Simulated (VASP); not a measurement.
The system is Fe.

```
CELL_PARAMETERS angstrom
0.00000 1.77200 1.77200
1.77200 0.00000 1.77200
1.77200 1.77200 0.00000
ATOMIC_POSITIONS crystal
Fe 0.00000 0.00000 0.00000
```

Base run:

```yaml
Program: VASP 6.6.1
Functional: PBE
Potentials_or_basis: VASP PAW PBE potentials, release 64 (Fe)
Cutoff: 520 eV
k_mesh: 14 × 14 × 14
Occupations: fermi-dirac, width 0.1 eV
Spin: collinear spin, ferromagnetic start
Starting_moments: "[4.0] μB"
```

Its results: pressure -8.4 GPa; net moment 1.32 μB per cell; site moments Fe +1.31 μB.

Problem. The run is repeated on the same cell with these changes: cutoff from 520 eV to 600 eV; k mesh from 14 × 14 × 14 to 7 × 7 × 7. What comes out?

Solution. Pressure -9.6 GPa; net moment 1.30 μB per cell; site moments Fe +1.29 μB.

Caveats: some runs use coarse meshes; the moment fell far below its start of 4 μB, so a state of higher moment may lie lower in energy.
